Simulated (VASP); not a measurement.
A run of VASP 6.6.1 is set up as follows.

The input INCAR:

```
PREC = Accurate
ENCUT = 520
EDIFF = 1E-6
ISMEAR = 0
SIGMA = 0.05
LREAL = Auto
LASPH = True
NELM = 60
ALGO = Normal
ISIF = 2
LWAVE = False
LCHARG = False
GGA = PE
NBANDS = 110
```

File KPOINTS:

```
regular mesh
0
Gamma
  1 1 12
```

Contents of POSCAR:

```
Ti
1.0
   15.9000000000      0.0000000000      0.0000000000
    0.0000000000     15.8000000000      0.0000000000
    0.0000000000      0.0000000000      2.8927018537
Ti
16
Direct
    0.2767259781      0.6231544006      0.0000000000
    0.2896566984      0.2980883366      0.0000000000
    0.5741546534      0.6541169178      0.0000000000
    0.5911767541      0.3570574932      0.0000000000
    0.4222283132      0.6494119714      0.5000000000
    0.4328655107      0.3471557126      0.5000000000
    0.7212449502      0.6598564337      0.5000000000
    0.4600949664      0.7937985443      0.0000000000
    0.3925011856      0.4953611141      0.0000000000
    0.4231944778      0.1951366711      0.0000000000
    0.3008240263      0.7674683454      0.5000000000
    0.2610079857      0.4375308083      0.5000000000
    0.6985514139      0.5176154377      0.0000000000
    0.6100221457      0.7958414164      0.5000000000
    0.5500453670      0.5030169029      0.5000000000
    0.5613678313      0.2144564742      0.5000000000
```

Potentials or basis: VASP PAW PBE potentials, release 64 (Ti_sv).

Run with:

```sh
$ cat potpaw_PBE.64/Ti_sv/POTCAR > POTCAR
$ mpirun -np 1 vasp_std > vasp.out
```

(1) Predict the band gap on the k mesh.

(2) Predict the largest force.

Results:

(1) zero (bands 96 and 97 overlap by 0.31 eV).

(2) 0.034 eV/Å.
